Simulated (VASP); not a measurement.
# Tl3Cu (Pm-3m) in VASP: settings compared, part 2 of 2

VASP 6.6.1. The steps go on from the part before.

## Step 4: Single point, PBE+D3(BJ)

This run uses another cell than the first one, of 24.81 Å³/atom, 1.009 times its volume.

File INCAR:

```
SYSTEM = Tl3Cu
ALGO     = Fast           ! electronic algorithm
EDIFF    = 1E-6           ! SCF threshold, eV
ENCUT    = 520            ! plane-wave cutoff, eV
GGA      = PE             ! functional
ISIF     = 2              ! what is computed and relaxed
ISMEAR   = -1             ! smearing method
IVDW     = 12             ! dispersion correction
LASPH    = .TRUE.         ! aspherical terms in the spheres
LCHARG   = .FALSE.        ! write CHGCAR
LREAL    = .FALSE.        ! projectors in reciprocal space
LWAVE    = .FALSE.        ! write WAVECAR
NBANDS   = 33             ! bands
NELM     = 100            ! most SCF steps
PREC     = Accurate       ! precision mode
SIGMA    = 0.05           ! smearing width, eV
```

File KPOINTS:

```
k-points
0
G
  6 6 6
  0 0 0
```

File POSCAR:

```
Tl3Cu
1.0
    4.6299386434      0.0000000000      0.0000000000
    0.0000000000      4.6299386434      0.0000000000
    0.0000000000      0.0000000000      4.6299386434
Tl Cu
3 1
Direct
    0.5000000000      0.5000000000      0.0000000000
    0.5000000000      0.0000000000      0.5000000000
    0.0000000000      0.5000000000      0.5000000000
    0.0000000000      0.0000000000      0.0000000000
```

Potentials or basis: VASP PAW PBE potentials, release 64 (Tl_d, Cu).

On the command line:

```bash
cat potpaw_PBE.64/Tl_d/POTCAR potpaw_PBE.64/Cu/POTCAR > POTCAR
mpirun -np 1 vasp_std > vasp.out
```

OUTCAR:

```text
SYSTEM = Tl3Cu
   EDIFF = 1E-6
   ENCUT = 520
   GGA = PE
   ISIF = 2
   ISMEAR = -1
   IVDW = 12
   LASPH = .TRUE.
   LREAL = .FALSE.
   NELM = 100
   PREC = Accurate
 IVDW          = 12

 ion  position               nearest neighbor table
   1  0.500  0.500  0.000-   2 3.27   3 3.27   4 3.27   2 3.27   3 3.27   2 3.27   4 3.27   2 3.27
                             3 3.27   4 3.27   3 3.27   4 3.27
   2  0.500  0.000  0.500-   1 3.27   3 3.27   4 3.27   1 3.27   4 3.27   1 3.27   3 3.27   1 3.27
                             3 3.27   4 3.27   4 3.27   3 3.27
   3  0.000  0.500  0.500-   1 3.27   2 3.27   4 3.27   1 3.27   4 3.27   2 3.27   4 3.27   4 3.27
                             1 3.27   2 3.27   1 3.27   2 3.27
   4  0.000  0.000  0.000-   1 3.27   2 3.27   3 3.27   2 3.27   3 3.27   1 3.27   3 3.27   3 3.27
                             1 3.27   2 3.27   2 3.27   1 3.27

  LATTYP: Found a simple cubic cell.
 ALAT       =     4.6299386434

  Lattice vectors:

 A1 = (   4.6299386434,   0.0000000000,   0.0000000000)
 A2 = (   0.0000000000,   4.6299386434,   0.0000000000)
 A3 = (   0.0000000000,   0.0000000000,   4.6299386434)

Analysis of symmetry for initial positions (statically):
=====================================================================
 Subroutine PRICEL returns:
 Original cell was already a primitive cell.

 Routine SETGRP: Setting up the symmetry group for a
 simple cubic supercell.

 Subroutine GETGRP returns: Found 48 space group operations
 (whereof 48 operations were pure point group operations)
 out of a pool of 48 trial point group operations.

The static configuration has the point symmetry O_h .

Analysis of symmetry for dynamics (positions and initial velocities):
=====================================================================
 Subroutine PRICEL returns:
 Original cell was already a primitive cell.

 Routine SETGRP: Setting up the symmetry group for a
 simple cubic supercell.

 Subroutine GETGRP returns: Found 48 space group operations
 (whereof 48 operations were pure point group operations)
 out of a pool of 48 trial point group operations.

The dynamic configuration has the point symmetry O_h .

 Subroutine INISYM returns: Found 48 space group operations
 (whereof 48 operations are pure point group operations),
 and found     1 'primitive' translations

----------------------------------------------------------------------------------------

                                     Primitive cell

  volume of cell :      99.2489

  direct lattice vectors                    reciprocal lattice vectors
     4.629938643  0.000000000  0.000000000     0.215985584  0.000000000  0.000000000
     0.000000000  4.629938643  0.000000000     0.000000000  0.215985584  0.000000000
     0.000000000  0.000000000  4.629938643     0.000000000  0.000000000  0.215985584

  length of vectors
     4.629938643  4.629938643  4.629938643     0.215985584  0.215985584  0.215985584

  position of ions in fractional coordinates (direct lattice)
     0.500000000  0.500000000  0.000000000
     0.500000000  0.000000000  0.500000000
     0.000000000  0.500000000  0.500000000
     0.000000000  0.000000000  0.000000000

  ion indices of the primitive-cell ions
   primitive index   ion index
                 1           1
                 2           2
[... 26 lines left out ...]

 Found     20 irreducible k-points:

 Following reciprocal coordinates:
            Coordinates               Weight
  0.000000  0.000000  0.000000      1.000000
  0.166667  0.000000  0.000000      6.000000
  0.333333  0.000000  0.000000      6.000000
  0.500000  0.000000  0.000000      3.000000
  0.166667  0.166667  0.000000     12.000000
  0.333333  0.166667  0.000000     24.000000
[... 12 lines left out ...]
  0.500000  0.500000  0.333333      6.000000
  0.500000  0.500000  0.500000      1.000000
   k-points           NKPTS =     20   k-points in BZ     NKDIM =     20   number of bands    NBANDS=     33
   number of dos      NEDOS =    301   number of ions     NIONS =      4
   total plane-waves  NPLWV =  46656
   dimension x,y,z NGX =    36 NGY =   36 NGZ =   36
   dimension x,y,z NGXF=    72 NGYF=   72 NGZF=   72
   ions per type =               3   1
   NGX,Y,Z   is equivalent  to a cutoff of  12.93, 12.93, 12.93 a.u.
   NGXF,Y,Z  is equivalent  to a cutoff of  25.85, 25.85, 25.85 a.u.
 SYSTEM =  Tl3Cu
   PREC   = accura    normal or accurate (medium, high low for compatibility)
   ISTART =      0    job   : 0-new  1-cont  2-samecut
   ICHARG =      2    charge: 1-file 2-atom 10-const
   ISPIN  =      1    spin polarized calculation?
   LNONCOLLINEAR =      F non collinear calculations
   LSORBIT =      F    spin-orbit coupling
   LASPH  =      T    aspherical Exc in radial PAW
   ENCUT  =  520.0 eV  38.22 Ry    6.18 a.u.   8.61  8.61  8.61*2*pi/ulx,y,z
   NELM   =    100;   NELMIN=  2; NELMDL= -5     # of ELM steps
   EDIFF  = 0.1E-05   stopping-criterion for ELM
   LREAL  =      F    real-space projection
   EDIFFG = 0.1E-04   stopping-criterion for IOM
   NSW    =      0    number of steps for IOM
   IBRION =     -1    ionic relax: 0-MD 1-quasi-New 2-CG
   NFREE  =      0    steps in history (QN), initial steepest desc. (CG)
   ISIF   =      2    stress and relaxation
   ISYM   =      2    0-nonsym 1-usesym 2-fastsym
   POTIM  = 0.5000    time-step for ionic-motion
   TEBEG  =    0.0;   TEEND  =   0.0 temperature during run
   PSTRESS=    0.0 pullay stress
   NELECT =      50.0000    total number of electrons
   NUPDOWN=      -1.0000    fix difference up-down
   EMIN   =  10.00;   EMAX   =-10.00  energy-range for DOS
   EFERMI =   0.00;   METHOD = LEGACY
   ISMEAR =    -1;   SIGMA  =   0.05  broadening in eV -4-tet -1-fermi 0-gaus
   EFERMI_NEDOS =   21; number of points for ismear=-14 and -15
   IALGO  =     68    algorithm
   IMIX   =      4    mixing-type and parameters
     AMIX     =   0.40;   BMIX     =  1.00
     AMIX_MAG =   1.60;   BMIX_MAG =  1.00
  volume/ion in A,a.u.               =      24.81       167.44
  Fermi-wavevector in a.u.,A,eV,Ry     =   1.302636  2.461624 23.087174  1.696859
  Thomas-Fermi vector in A             =   2.433691
   LORBIT       =      0    0 simple, 1 ext, 2 COOP (PROOUT), +10 PAW based schemes
   GGA     = PE    functional components
   LHFCALC =     F    Hartree Fock is set to
   AEXX    =    0.0000 exact exchange contribution
   IVDW    =    12    specifies the selected vdW correction
   LEPSILON=     F    determine dielectric tensor
   LRPA    =     F    only Hartree local field effects (RPA)
 non-spin polarized calculation
 RMM-DIIS sequential band-by-band and
  energy-cutoff  :      520.00
  volume of cell :       99.25
 maximum number of plane-waves:      2721
 NGX is ok and might be reduce to    36
   NGX = 17   NGY = 17   NGZ = 17

 number of electron      49.9999959 magnetization

 Free energy of the ion-electron system (eV)
  ---------------------------------------------------
  ext. energy  EPLUGINS =         0.00000000
  ---------------------------------------------------
  free energy    TOTEN  =        -9.23925791 eV

  energy without entropy =       -9.22201056  energy(sigma->0) =       -9.23063424

 E-fermi :   6.5992     XC(G=0): -10.4597

 val. band max:        6.5791399214   @ k =   0.5000   0.0000   0.0000
 cond. band min:       6.6745825920   @ k =   0.3333   0.1667   0.0000
 fundamental gap:      0.0954426706
 Fermi energy:         6.5991519236

 k-point     1 :       0.0000    0.0000    0.0000
  band No.  band energies     occupation
      1      -5.6047      2.00000
      2      -5.5150      2.00000
      3      -5.5150      2.00000
      4      -5.5150      2.00000
      5      -5.2174      2.00000
      6      -5.2174      2.00000
[... 709 lines left out ...]
     32      16.5875      0.00000
     33      16.6820      0.00000

------------------------ aborting loop because EDIFF is reached ----------------------------------------

 Edisp (eV)   -1.45462

 E8    (eV) :    -0.7324

  FORCE on cell =-STRESS in cart. coord.  units (eV):
  Direction    XX          YY          ZZ          XY          YZ          ZX
  --------------------------------------------------------------------------------------
  -------------------------------------------------------------------------------------
  Total      -0.21929    -0.21929    -0.21929    -0.00000    -0.00000     0.00000
  in kB      -3.54002    -3.54002    -3.54002    -0.00000    -0.00000     0.00000
  external pressure =       -3.54 kB  Pullay stress =        0.00 kB

 VOLUME and BASIS-vectors are now :
 -----------------------------------------------------------------------------
  energy-cutoff  :      520.00
  volume of cell :       99.25
      direct lattice vectors                 reciprocal lattice vectors
     4.629938643  0.000000000  0.000000000     0.215985584  0.000000000  0.000000000
     0.000000000  4.629938643  0.000000000     0.000000000  0.215985584  0.000000000
     0.000000000  0.000000000  4.629938643     0.000000000  0.000000000  0.215985584

 POSITION                                       TOTAL-FORCE (eV/Angst)
 -----------------------------------------------------------------------------------
      2.31497      2.31497      0.00000         0.000000      0.000000      0.000000
      2.31497      0.00000      2.31497         0.000000      0.000000      0.000000
      0.00000      2.31497      2.31497         0.000000      0.000000      0.000000
      0.00000      0.00000      0.00000         0.000000      0.000000      0.000000
 -----------------------------------------------------------------------------------
    total drift:                                0.000000      0.000000      0.000000

  FREE ENERGIE OF THE ION-ELECTRON SYSTEM (eV)
  ---------------------------------------------------
  free  energy   TOTEN  =       -10.6938767640 eV

  energy  without entropy=      -10.6766294181  energy(sigma->0) =      -10.68525309
```

It took 33 s on 1 thread of Intel Xeon Platinum 8559C (Emerald Rapids), shared host; peak memory 0.23 GiB.

Results:

```yaml
Free_energy: -10.6939 eV
Pressure: -0.4 GPa
Band_gap_on_the_k_mesh: zero (band 25 reaches 8.09 eV, above the bottom of band 26 at 4.69 eV)
Dispersion_energy_per_atom: -0.364 eV
```

Levels at points of the mesh, in eV from the Fermi level:
```
           k point  band 22  band 23  band 24  band 25  band 26  band 27  band 28  band 29
(0.00, 0.00, 0.00)    -1.75    -1.75    -1.51    -1.51    -1.51     0.70     4.96     4.96
(0.50, 0.00, 0.00)    -2.17    -2.17    -0.02     0.75     0.75     1.57     1.57     2.87
(0.50, 0.50, 0.00)    -2.16    -2.05    -2.00     1.49     2.42     2.42     2.89     3.18
(0.50, 0.50, 0.50)    -2.48    -2.13    -2.13    -1.91    -1.91    -1.91    -0.68     9.32
```

Caveat: three body term missing; spin-orbit coupling is left out, which moves the levels of the heavy elements; pairwise dispersion overbinds metals, which lowers pressure and volume.

## Step 5: Single point, PBE

This run uses another cell than the first one, of 26.24 Å³/atom, 1.067 times its volume.

File INCAR:

```
PREC = Accurate ; ENCUT = 520
EDIFF = 1E-6 ; ISMEAR = -1
SIGMA = 0.05 ; LREAL = False
LASPH = True ; NELM = 80
ALGO = Fast ; ISIF = 2
LWAVE = False ; LCHARG = True
GGA = PE ; LELF = True
LVHAR = True ; NBANDS = 33
```

File KPOINTS:

```
Automatic mesh
0
Gamma
  6 6 6
```

File POSCAR:

```
Tl3Cu
1.0
    4.7169980000      0.0000000000      0.0000000000
    0.0000000000      4.7169980000      0.0000000000
    0.0000000000      0.0000000000      4.7169980000
Tl Cu
3 1
Direct
    0.5000000000      0.5000000000      0.0000000000
    0.5000000000      0.0000000000      0.5000000000
    0.0000000000      0.5000000000      0.5000000000
    0.0000000000      0.0000000000      0.0000000000
```

On the command line:

```bash
cat potpaw_PBE.64/Tl_d/POTCAR potpaw_PBE.64/Cu/POTCAR > POTCAR
mpirun -np 1 vasp_std > vasp.out
```

It took 42 s on 1 thread of Intel Xeon Platinum 8559C (Emerald Rapids), shared host; peak memory 0.23 GiB.

It converged, with:

```
Free energy            : -9.2778 eV
Pressure               : 0.0 GPa
Band gap on the k mesh : zero (band 25 reaches 7.36 eV, above the bottom of band 26 at 4.19 eV)
```

Levels at points of the mesh, in eV from the Fermi level:
```csv
k point,band 23,band 24,band 25,band 26,band 27,band 28
"(0.00, 0.00, 0.00)",-1.76,-1.38,-1.38,-1.38,0.56,4.76
"(0.50, 0.00, 0.00)",-2.07,-0.17,0.72,0.72,1.54,1.54
"(0.50, 0.50, 0.00)",-1.97,-1.92,1.32,2.25,2.25,2.74
"(0.50, 0.50, 0.50)",-2.04,-2.04,-1.86,-1.86,-1.86,-0.71
```

Caveat: spin-orbit coupling is left out, which moves the levels of the heavy elements.

## Step 6: Overview

```csv
level,cell,gap on the mesh (eV),pressure (GPa)
PBE+D3(BJ),"a = 4.617 Å, 4 atoms",none,0.0
PBE+D4,"a = 4.617 Å, 4 atoms",none,0.0
PBE+D3(BJ),"a = 4.630 Å, 4 atoms",none,-0.4
PBE,"a = 4.717 Å, 4 atoms",none,0.0
```

Alike in all rows: task single point; potentials or basis VASP PAW PBE potentials, release 64 (Tl_d, Cu); no spin polarisation; k mesh 6 × 6 × 6; cutoff (eV) 520; smearing fermi-dirac 0.05 eV.

Caveats: spin-orbit coupling is left out, which moves the levels of the heavy elements; pairwise dispersion overbinds metals, which lowers pressure and volume (some runs); three body term missing (some runs).

Total energies depend on the potentials used, so only differences within one code and one set of settings carry meaning.
